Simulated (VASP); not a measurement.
# Sr: relaxation of cell and atoms with PBEsol

Sr:

```
CELL_PARAMETERS angstrom
-2.33628 2.33628 2.33628
2.33628 -2.33628 2.33628
2.33628 2.33628 -2.33628
ATOMIC_POSITIONS crystal
Sr 0.00000 0.00000 0.00000
```

This isn't the form of Sr at room conditions, which is fcc.

```json
{
 "Program": "VASP 6.6.1",
 "Task": "relaxation of cell and atoms",
 "Functional": "PBEsol",
 "Potentials or basis": "VASP PAW PBE potentials, release 64 (Sr_sv)",
 "Cutoff": "600 eV",
 "k mesh": "12 × 12 × 12",
 "Occupations": "gaussian, width 0.1 eV",
 "Spin": "no spin polarisation",
 "Dipole correction": "no",
 "Further INCAR settings": "ALGO = Normal; EDIFF = 1e-07; IBRION = 2; EDIFFG = -0.01; NSW = 80; ISIF = 3"
}
```

```yaml
Pressure_after_relaxing: 0.0 GPa
Band_gap_on_the_k_mesh: zero (bands 5 and 6 overlap by 0.60 eV)
```

Final structure:
```yaml
crystal:
  lattice:
    - [-2.33628, 2.33628, 2.33628]
    - [2.33628, -2.33628, 2.33628]
    - [2.33628, 2.33628, -2.33628]
  atoms:
    - { symbol: Sr, position: [0.00000, 0.00000, 0.00000] }
```

Levels at points of the mesh, in eV from the Fermi level:
| k point | band 1 | band 2 | band 3 | band 4 | band 5 | band 6 | band 7 | band 8 | band 9 |
| --- | --- | --- | --- | --- | --- | --- | --- | --- | --- |
| (0.00, 0.00, 0.00) | -36.38 | -18.26 | -18.26 | -18.26 | -3.76 | 2.45 | 2.45 | 2.45 | 3.89 |
| (0.50, 0.00, 0.00) | -36.36 | -18.53 | -18.35 | -18.26 | -1.06 | 0.35 | 1.21 | 3.72 | 4.43 |
| (0.50, 0.50, 0.50) | -36.34 | -18.45 | -18.45 | -18.45 | -0.23 | -0.23 | 3.92 | 3.92 | 3.92 |

Run time: 56 s on 1 thread of Intel Xeon 8259CL, with other jobs on the host, peak memory 0.2 GiB.

Caveat: the relaxation stopped at its first step, so nothing moved; the PAW data sets were made with another functional, which shifts forces and pressure a little.
